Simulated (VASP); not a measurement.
# Be4Cd4Te5O3 (P1) in VASP: single point with PBE

Aim: the single point of Be4Cd4Te5O3 with PBE.

All numbers are computed with VASP 6.6.1; they aren't measurements. Logs are shortened: lines on timing, memory, paths and dates and some standing lists are left out, and cuts for length are marked.

**1. The cell of the first run**

The typed cell holds 16 atoms: a = 7.529 Å, b = 8.179 Å, c = 8.178 Å, α = 116.70°, β = 89.16°, γ = 92.01°.

**2. Single point, PBE**

The input, INCAR:

```
SYSTEM = Be4Cd4Te5O3
PREC = Accurate
ENCUT = 520
EDIFF = 1E-6
ISMEAR = 0
SIGMA = 0.1
LREAL = Auto
LASPH = .True.
NELM = 100
ALGO = Normal
ISIF = 2
LWAVE = .False.
LCHARG = .False.
GGA = PE
ISYM = 0
NBANDS = 66
```

The input, KPOINTS:

```
Automatic mesh
0
Gamma
  3 3 3
  0 0 0
```

The input, POSCAR:

```
Be4Cd4Te5O3
1.0
   -0.0701835615     -0.1015613152     -7.5282504632
    4.2913455499      6.9605860064      0.1529736543
    4.2913551150     -6.9614195288     -0.0654808416
Be O Cd Te
4 3 4 5
Direct
    0.3423996158      0.8226778998      0.4542885780
    0.3957015788      0.1942761984      0.0412642638
    0.4398040719      0.8958768147      0.7729970361
    0.4642212207      0.9455720570      0.2222195244
    0.4847948824      0.0966266673      0.8656534355
    0.3437586933      0.7689513990      0.5999880496
    0.3245719739      0.8987064159      0.3260552667
    0.0552525337      0.0546969433      0.3766848419
    0.8046710832      0.9766903732      0.8235950988
    0.9043350798      0.4751657657      0.4026726465
    0.3560024645      0.4987157058      0.6398032507
    0.5499923305      0.2728103446      0.3240200711
    0.8047107518      0.8180891768      0.4372910116
    0.5943578232      0.7317162872      0.9351005037
    0.0160397295      0.3976761533      0.6902708301
    0.0689280813      0.1739114296      0.0886443285
```

Potentials or basis: VASP PAW PBE potentials, release 64 (Be, O, Cd, Te).

On the command line:

```console
$ cat potpaw_PBE.64/Be/POTCAR potpaw_PBE.64/O/POTCAR potpaw_PBE.64/Cd/POTCAR potpaw_PBE.64/Te/POTCAR > POTCAR
$ mpirun -np 1 vasp_std > vasp.out
```

OUTCAR:

```text
SYSTEM = Be4Cd4Te5O3
   PREC = Accurate
   ENCUT = 520
   EDIFF = 1E-6
   ISMEAR = 0
   LREAL = Auto
   LASPH = .True.
   NELM = 100
   ISIF = 2
   GGA = PE
   ISYM = 0

 ion  position               nearest neighbor table
   1  0.342  0.823  0.454-   6 1.44   7 1.45
   2  0.396  0.194  0.041-   5 1.46  12 2.41  16 2.50
   3  0.440  0.896  0.773-   5 1.50   6 1.50  14 2.58   9 2.80  11 2.97
   4  0.464  0.946  0.222-   7 1.49  14 2.43  12 2.48
   5  0.485  0.097  0.866-   2 1.46   3 1.50   9 2.59
   6  0.344  0.769  0.600-   1 1.44   3 1.50  11 2.38
   7  0.325  0.899  0.326-   1 1.45   4 1.49   8 2.37
   8  0.055  0.055  0.377-   7 2.37  15 2.85  13 2.85  16 2.93  10 3.57
   9  0.805  0.977  0.824-   5 2.59   3 2.80  13 2.83  16 2.83  14 2.95
  10  0.904  0.475  0.403-  13 2.82  15 2.84  16 2.94  12 3.01   8 3.57
  11  0.356  0.499  0.640-   6 2.38  15 2.74  12 2.83  14 2.90   3 2.97
  12  0.550  0.273  0.324-   2 2.41   4 2.48  11 2.83  10 3.01
  13  0.805  0.818  0.437-  10 2.82   9 2.83   8 2.85
  14  0.594  0.732  0.935-   4 2.43   3 2.58  11 2.90   9 2.95
  15  0.016  0.398  0.690-  11 2.74  10 2.84   8 2.85
  16  0.069  0.174  0.089-   2 2.50   9 2.83   8 2.93  10 2.94

IMPORTANT INFORMATION: All symmetrisations will be switched off!
NOSYMM: (Re-)initialisation of all symmetry stuff for point group C_1.

----------------------------------------------------------------------------------------

                                     Primitive cell

  volume of cell :     449.6314

  direct lattice vectors                    reciprocal lattice vectors
    -0.070183562 -0.101561315 -7.528250463     0.001354729  0.002084964 -0.132873745
     4.291345550  6.960586006  0.152973654     0.116541380  0.071861072 -0.002055935
     4.291355115 -6.961419529 -0.065480842     0.116507661 -0.071826813 -0.000117172

  length of vectors
     7.529262611  8.178557643  8.178103589     0.132897007  0.136931128  0.136869061

  position of ions in fractional coordinates (direct lattice)
     0.342399616  0.822677900  0.454288578
     0.395701579  0.194276198  0.041264264
     0.439804072  0.895876815  0.772997036
     0.464221221  0.945572057  0.222219524
     0.484794882  0.096626667  0.865653436
     0.343758693  0.768951399  0.599988050
[... 8 lines left out ...]
     0.016039730  0.397676153  0.690270830
     0.068928081  0.173911430  0.088644329

  ion indices of the primitive-cell ions
   primitive index   ion index
                 1           1
                 2           2
                 3           3
                 4           4
                 5           5
                 6           6
[... 8 lines left out ...]
                15          15
                16          16

----------------------------------------------------------------------------------------

 KPOINTS: Automatic mesh

Automatic generation of k-mesh.
 Grid dimensions read from file:
 generate k-points for:    3    3    3

 Generating k-lattice:

  Cartesian coordinates                     Fractional coordinates (reciprocal lattice)
     0.000451576  0.000694988 -0.044291248     0.333333333  0.000000000 -0.000000000
     0.038847127  0.023953691 -0.000685312    -0.000000000  0.333333333 -0.000000000
     0.038835887 -0.023942271 -0.000039057    -0.000000000  0.000000000  0.333333333

  Length of vectors
     0.044299002  0.045643709  0.045623020

  Shift w.r.t. Gamma in fractional coordinates (k-lattice)
     0.000000000  0.000000000  0.000000000

 Subroutine IBZKPT returns following result:
 ===========================================

 Found     14 irreducible k-points:

 Following reciprocal coordinates:
            Coordinates               Weight
  0.000000  0.000000  0.000000      1.000000
  0.333333 -0.000000  0.000000      2.000000
  0.000000  0.333333 -0.000000      2.000000
  0.333333  0.333333 -0.000000      2.000000
 -0.333333  0.333333 -0.000000      2.000000
  0.000000 -0.000000  0.333333      2.000000
  0.333333 -0.000000  0.333333      2.000000
 -0.333333  0.000000  0.333333      2.000000
  0.000000  0.333333  0.333333      2.000000
  0.333333  0.333333  0.333333      2.000000
 -0.333333  0.333333  0.333333      2.000000
  0.000000 -0.333333  0.333333      2.000000
  0.333333 -0.333333  0.333333      2.000000
 -0.333333 -0.333333  0.333333      2.000000
   k-points           NKPTS =     14   k-points in BZ     NKDIM =     14   number of bands    NBANDS=     66
   number of dos      NEDOS =    301   number of ions     NIONS =     16
   total plane-waves  NPLWV = 229376
   dimension x,y,z NGX =    56 NGY =   64 NGZ =   64
   dimension x,y,z NGXF=   112 NGYF=  128 NGZF=  128
   ions per type =               4   3   4   5
   NGX,Y,Z   is equivalent  to a cutoff of  12.36, 13.01, 13.01 a.u.
   NGXF,Y,Z  is equivalent  to a cutoff of  24.73, 26.02, 26.02 a.u.
 SYSTEM =  Be4Cd4Te5O3
   PREC   = accura    normal or accurate (medium, high low for compatibility)
   ISTART =      0    job   : 0-new  1-cont  2-samecut
   ICHARG =      2    charge: 1-file 2-atom 10-const
   ISPIN  =      1    spin polarized calculation?
   LNONCOLLINEAR =      F non collinear calculations
   LSORBIT =      F    spin-orbit coupling
   LASPH  =      T    aspherical Exc in radial PAW
   ENCUT  =  520.0 eV  38.22 Ry    6.18 a.u.  14.00 15.21 15.21*2*pi/ulx,y,z
   NELM   =    100;   NELMIN=  2; NELMDL= -5     # of ELM steps
   EDIFF  = 0.1E-05   stopping-criterion for ELM
   LREAL  =      T    real-space projection
   EDIFFG = 0.1E-04   stopping-criterion for IOM
   NSW    =      0    number of steps for IOM
   IBRION =     -1    ionic relax: 0-MD 1-quasi-New 2-CG
   NFREE  =      0    steps in history (QN), initial steepest desc. (CG)
   ISIF   =      2    stress and relaxation
   ISYM   =      0    0-nonsym 1-usesym 2-fastsym
   POTIM  = 0.5000    time-step for ionic-motion
   TEBEG  =    0.0;   TEEND  =   0.0 temperature during run
   PSTRESS=    0.0 pullay stress
   NELECT =     104.0000    total number of electrons
   NUPDOWN=      -1.0000    fix difference up-down
   EMIN   =  10.00;   EMAX   =-10.00  energy-range for DOS
   EFERMI =   0.00;   METHOD = LEGACY
   ISMEAR =     0;   SIGMA  =   0.10  broadening in eV -4-tet -1-fermi 0-gaus
   EFERMI_NEDOS =   21; number of points for ismear=-14 and -15
   IALGO  =     38    algorithm
   IMIX   =      4    mixing-type and parameters
     AMIX     =   0.40;   BMIX     =  1.00
     AMIX_MAG =   1.60;   BMIX_MAG =  1.00
  volume/ion in A,a.u.               =      28.10       189.64
  Fermi-wavevector in a.u.,A,eV,Ry     =   1.004925  1.899033 13.740179  1.009875
  Thomas-Fermi vector in A             =   2.137572
   LORBIT       =      0    0 simple, 1 ext, 2 COOP (PROOUT), +10 PAW based schemes
   GGA     = PE    functional components
   LHFCALC =     F    Hartree Fock is set to
   AEXX    =    0.0000 exact exchange contribution
   IVDW    =     0    specifies the selected vdW correction
   LEPSILON=     F    determine dielectric tensor
   LRPA    =     F    only Hartree local field effects (RPA)
 non-spin polarized calculation
 Gauss-broadening in eV      SIGMA  =   0.10
  energy-cutoff  :      520.00
  volume of cell :      449.63
 maximum number of plane-waves:     12139
   NGX = 27   NGY = 31   NGZ = 31

 number of electron     103.9999998 magnetization

 Free energy of the ion-electron system (eV)
  ---------------------------------------------------
  ext. energy  EPLUGINS =         0.00000000
  ---------------------------------------------------
  free energy    TOTEN  =       -63.51260050 eV

  energy without entropy =      -63.51260050  energy(sigma->0) =      -63.51260050

 E-fermi :   1.5834     XC(G=0):  -7.8831

 val. band max:        1.1193811233   @ k =   0.0000   0.0000   0.0000
 cond. band min:       2.6522692125   @ k =   0.0000   0.0000   0.0000
 fundamental gap:      1.5328880892
 Fermi energy:         1.5834087639

 k-point     1 :       0.0000    0.0000    0.0000
  band No.  band energies     occupation
      1     -17.4644      2.00000
      2     -17.1557      2.00000
      3     -16.7256      2.00000
      4      -9.5092      2.00000
      5      -9.0604      2.00000
      6      -9.0233      2.00000
[... 56 lines left out ...]
     63       6.2362      0.00000
     64       6.4548      0.00000

 k-point     2 :       0.3333   -0.0000    0.0000
  band No.  band energies     occupation
      1     -17.4644      2.00000
      2     -17.1556      2.00000
      3     -16.7255      2.00000
      4      -9.4164      2.00000
      5      -9.2027      2.00000
      6      -8.9660      2.00000
[... 56 lines left out ...]
     63       5.9907      0.00000
     64       6.2543      0.00000

 k-point     3 :       0.0000    0.3333   -0.0000
  band No.  band energies     occupation
      1     -17.4645      2.00000
      2     -17.1555      2.00000
      3     -16.7257      2.00000
      4      -9.4524      2.00000
      5      -9.0966      2.00000
      6      -9.0307      2.00000
[... 726 lines left out ...]
     63       6.0757      0.00000
     64       6.2849      0.00000

 k-point    14 :      -0.3333   -0.3333    0.3333
  band No.  band energies     occupation
      1     -17.4647      2.00000
      2     -17.1551      2.00000
      3     -16.7256      2.00000
      4      -9.3793      2.00000
      5      -9.1549      2.00000
      6      -9.0286      2.00000
[... 56 lines left out ...]
     63       6.1791      0.00000
     64       6.3893      0.00000
 [bands above 64 left out]

------------------------ aborting loop because EDIFF is reached ----------------------------------------

  FORCE on cell =-STRESS in cart. coord.  units (eV):
  Direction    XX          YY          ZZ          XY          YZ          ZX
  --------------------------------------------------------------------------------------
  -------------------------------------------------------------------------------------
  Total        0.2143624     -0.0267318      0.2824171     -0.0242147     -0.0084972      0.0329091
  in kB        0.7638403     -0.0952537      1.0063406     -0.0862844     -0.0302780      0.1172655
  external PRESSURE =       0.5583091 kB  Pullay stress =       0.0000000 kB

 VOLUME and BASIS-vectors are now :
 -----------------------------------------------------------------------------
  energy-cutoff  :      520.00
  volume of cell :      449.63
      direct lattice vectors                 reciprocal lattice vectors
    -0.070183562 -0.101561315 -7.528250463     0.001354729  0.002084964 -0.132873745
     4.291345550  6.960586006  0.152973654     0.116541380  0.071861072 -0.002055935
     4.291355115 -6.961419529 -0.065480842     0.116507661 -0.071826813 -0.000117172

 POSITION                                       TOTAL-FORCE (eV/Angst)
 -----------------------------------------------------------------------------------
      5.45588      2.52905     -2.48157         0.011669      0.004751     -0.003058
      0.98301      1.02483     -2.95192         0.013417      0.020047     -0.002763
      7.13085      0.81000     -3.22453        -0.001417      0.010712     -0.002458
      4.97882      4.98763     -3.36468        -0.002236     -0.002958     -0.009258
      4.09546     -5.40283     -3.69156        -0.010318     -0.018050      0.029999
      5.85047      1.14067     -2.50956        -0.017461      0.089054     -0.000004
[... 8 lines left out ...]
      4.66764     -2.03883     -0.10512         0.006135     -0.012569      0.017303
      1.12188      0.58643     -0.49811        -0.001672      0.009402     -0.011893
 -----------------------------------------------------------------------------------
    total drift:                                0.001837     -0.006742     -0.003031

  FREE ENERGIE OF THE ION-ELECTRON SYSTEM (eV)
  ---------------------------------------------------
  free  energy   TOTEN  =       -63.5126005048 eV

  energy  without entropy=      -63.5126005048  energy(sigma->0) =      -63.51260050
```

It took 20 min on 1 thread of Intel Xeon 8259CL, shared host; peak memory 0.67 GiB.

Results:

```
Free energy            : -63.5126 eV
Pressure               : 0.1 GPa
Largest force          : 0.091 eV/Å
Band gap on the k mesh : 1.53 eV
```

Forces in eV/Å, atoms in the order of the input:
```
Be   0.012  0.005 -0.003
Be   0.013  0.020 -0.003
Be  -0.001  0.011 -0.002
Be  -0.002 -0.003 -0.009
O   -0.010 -0.018  0.030
O   -0.017  0.089  0.000
O   -0.003 -0.084 -0.006
Cd  -0.001 -0.006  0.023
Cd  -0.007 -0.002 -0.023
Cd   0.005 -0.003  0.003
Cd  -0.011 -0.009 -0.003
Te   0.008 -0.001 -0.009
Te  -0.002  0.019  0.009
Te   0.012 -0.014 -0.012
Te   0.006 -0.013  0.017
Te  -0.002  0.009 -0.012
```

Stress tensor (GPa, compression positive):
```
 0.08 -0.01  0.01
-0.01 -0.01  0.00
 0.01  0.00  0.10
```

Levels at points of the mesh, in eV from the valence-band top:
```tsv
k point	band 48	band 49	band 50	band 51	band 52	band 53	band 54	band 55	band 56	band 57
(0.00, 0.00, 0.00)	-0.82	-0.65	-0.46	-0.14	0.00	1.53	2.74	3.01	3.08	3.60
```

Caveat: spin-orbit coupling is left out, which moves the levels of the heavy elements.
